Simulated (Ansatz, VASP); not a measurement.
ZrTi3O8 in VASP and in Ansatz

The input POSCAR:

```
ZrTi3O8
1.0
    3.3812198173     -3.2940695549      0.0003125798
    3.3812198173      3.2940695549      0.0003125798
   -0.0364200559      0.0000000000      6.1341901046
Zr Ti O
1 3 8
Direct
    0.9943860204      0.9943860204      0.5031214743
    0.0221902553      0.0221902553      0.0036364515
    0.4914872462      0.4914872462      0.7327228479
    0.5165355261      0.5165355261      0.2219461919
    0.3034746135      0.3034746135      0.0035216289
    0.3058600602      0.3058600602      0.5135193715
    0.7973152916      0.1977608349      0.7687073318
    0.8007547275      0.1976166707      0.2387558085
    0.6915217321      0.6915217321      0.0060993463
    0.6811975728      0.6811975728      0.5005022013
    0.1977608349      0.7973152916      0.7687073318
    0.1976166707      0.8007547275      0.2387558085
```

INCAR.step1

```
PREC = Accurate
ENCUT = 520
ISMEAR = 0
SIGMA = 0.02
LREAL = F
LASPH = T
NELM = 80
NBANDS = 60
GGA = PE
ALGO = Normal
EDIFF = 1E-4
LWAVE = T
LCHARG = F
```

Contents of INCAR.step2:

```
PREC = Accurate
ENCUT = 520
EDIFF = 1E-7
ISMEAR = 0
SIGMA = 0.02
LREAL = F
LASPH = T
NELM = 80
ALGO = Normal
ISIF = 2
LWAVE = F
LCHARG = F
METAGGA = R2SCAN
LMIXTAU = T
NBANDS = 60
ISTART = 1
```

KPOINTS

```
Automatic mesh
0
Gamma
  6 6 6
```

Input for Ansatz:

```yaml
crystal:
  lattice:
    - [3.3812198173, -3.2940695549, 0.0003125798]
    - [3.3812198173, 3.2940695549, 0.0003125798]
    - [-0.0364200559, 0.0, 6.1341901046]
  atoms:
    - { symbol: Zr, position: [0.9943860204, 0.9943860204, 0.5031214743] }
    - { symbol: Ti, position: [0.0221902553, 0.0221902553, 0.0036364515] }
    - { symbol: Ti, position: [0.4914872462, 0.4914872462, 0.7327228479] }
    - { symbol: Ti, position: [0.5165355261, 0.5165355261, 0.2219461919] }
    - { symbol: O, position: [0.3034746135, 0.3034746135, 0.0035216289] }
    - { symbol: O, position: [0.3058600602, 0.3058600602, 0.5135193715] }
    - { symbol: O, position: [0.7973152916, 0.1977608349, 0.7687073318] }
    - { symbol: O, position: [0.8007547275, 0.1976166707, 0.2387558085] }
    - { symbol: O, position: [0.6915217321, 0.6915217321, 0.0060993463] }
    - { symbol: O, position: [0.6811975728, 0.6811975728, 0.5005022013] }
    - { symbol: O, position: [0.1977608349, 0.7973152916, 0.7687073318] }
    - { symbol: O, position: [0.1976166707, 0.8007547275, 0.2387558085] }
basis:
  ecutwfc: 500
kpoints:
  mp_grid: { grid: [6, 6, 6] }
  band_path:
    path:
      - [[0.0, 0.0, 0.0], [-0.48728679, 0.48728679, 0.0]]
      - [[-0.51271321, -0.48728679, 0.0], [-0.5, -0.5, 0.0], [0.0, 0.0, 0.0], [-0.5, -0.5, 0.5], [-0.51424209, -0.48575791, 0.5]]
      - [[-0.48575791, 0.48575791, 0.5], [0.0, 0.0, 0.5], [0.0, 0.0, 0.0]]
      - [[-0.5, 0.0, 0.5], [0.0, 0.0, 0.0], [-0.5, 0.0, 0.0]]
    npoints: 10
hamiltonian:
  xc: r2scan
scf:
  occupations: { method: gaussian, width: 0.02 }
  n_extra_bands: 30
output:
  forces: true
  stress: true
  eigenvalues: true
  populations: true
  dos: { projected: true, de: 0.02, nscf_kmesh: { grid: [9, 9, 9] } }
  bader: false
```

Alike in both runs: task single point; functional r2SCAN; k mesh 6 × 6 × 6; occupations gaussian, width 0.02 eV; no spin polarisation.

|  | VASP | Ansatz |
| --- | --- | --- |
| version | VASP 6.6.1 | Ansatz 0.2.0 |
| potentials or method | VASP PAW PBE potentials, release 64 (Zr_sv, Ti_sv, O), cutoff 520 eV | scalar-relativistic, plane waves, PAW |
| valence electrons in the cell | 96 | 96 |

|  | VASP | Ansatz | Ansatz less VASP |
| --- | --- | --- | --- |
| gap on the k mesh at the Fermi level (eV) | 2.59 | 2.58 | -0.016 |
| least direct gap on the mesh (eV) | 2.77 | 2.77 | -0.006 |
| pressure (GPa) | -3.6 | -4.6 | -0.94 |
| traceless stress, the component that is largest in VASP (GPa) | 0.46 | 0.14 | -0.323 |
| rms of the force components (eV/Å) | 0.059 | 0.038 | -0.0213 |

VASP's potentials were made for PBE, not for r2SCAN. Atom by atom the forces differ by 0.071 eV/Å (rms over components).
